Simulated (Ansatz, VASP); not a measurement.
Be: VASP beside Ansatz

```xyz
4
Lattice="3.7468 -0.0375 -0.0375 -0.0375 3.7468 -0.0375 -0.0228 -0.0228 2.2813" Properties=species:S:1:pos:R:3 pbc="T T T"
Be    1.1032    1.1032   -0.0223
Be    2.6062    2.6062   -0.0526
Be    0.7178    2.9687    1.1032
Be    2.9687    0.7178    1.1032
```

Change from the starting cell: equal xy, yz and zx shear strains of -2 %.

Alike in both runs: task single point; functional PBEsol; k mesh 9 × 9 × 14; occupations fermi-dirac, width 0.05 eV; no spin polarisation.

|  | VASP | Ansatz |
| --- | --- | --- |
| version | VASP 6.6.1 | Ansatz 0.2.0 |
| potentials or method | VASP PAW PBE potentials, release 64 (Be), cutoff 520 eV | all-electron LAPW, scalar-relativistic |

|  | VASP | Ansatz | Ansatz less VASP |
| --- | --- | --- | --- |
| pressure (GPa) | -0.6 | -1.1 | -0.44 |
| traceless stress, the component that is largest in VASP (GPa) | 3.30 | 3.30 | -0.007 |
| rms of the force components (eV/Å) | 0.035 | 0.035 | -0.0002 |

VASP's potentials were made for PBE, not for PBEsol. Atom by atom the forces differ by 0.002 eV/Å (rms over components). Ansatz ran all-electron here, and VASP with PAW potentials.
